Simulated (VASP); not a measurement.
GaP, 16 atoms in the cell. The structure is cubic, space group F-43m (No. 216). Conventional cell: a = 5.505 Å, b = 5.505 Å, c = 5.505 Å, α = 90.00°, β = 90.00°, γ = 90.00°. Ga (site symmetry -43m) has 4 P at 2.38 Å within 3.1 Å. P (site symmetry -43m) has 4 Ga at 2.38 Å within 3.1 Å. 

```yaml
Program: VASP 6.6.1
Task: single point
Functional: PBE
Potentials_or_basis: VASP PAW PBE potentials, release 64 (Ga_d, P)
Cutoff: 520 eV
k_mesh: 2 × 2 × 2, shifted
Occupations: gaussian, width 0.02 eV
Spin: no spin polarisation
Dipole_correction: no
Further_INCAR_settings: LREAL = Auto; ALGO = Normal; EDIFF = 1e-06; NBANDS = 86; ISYM = 0
```

Potentials or basis: VASP PAW PBE potentials, release 64 (Ga_d, P).

Command:

```sh
$ cat potpaw_PBE.64/Ga_d/POTCAR potpaw_PBE.64/P/POTCAR > POTCAR
$ mpirun -np 1 vasp_std > vasp.out
```

Hardware: 1 thread of AMD EPYC 7R13 (shared host).

Task: How long does it take, and how much memory?

Result: Wall time 22 min on 1 thread of AMD EPYC 7R13, on a shared host, peak memory 0.61 GiB. Counts: scf iterations 16, k points 16.
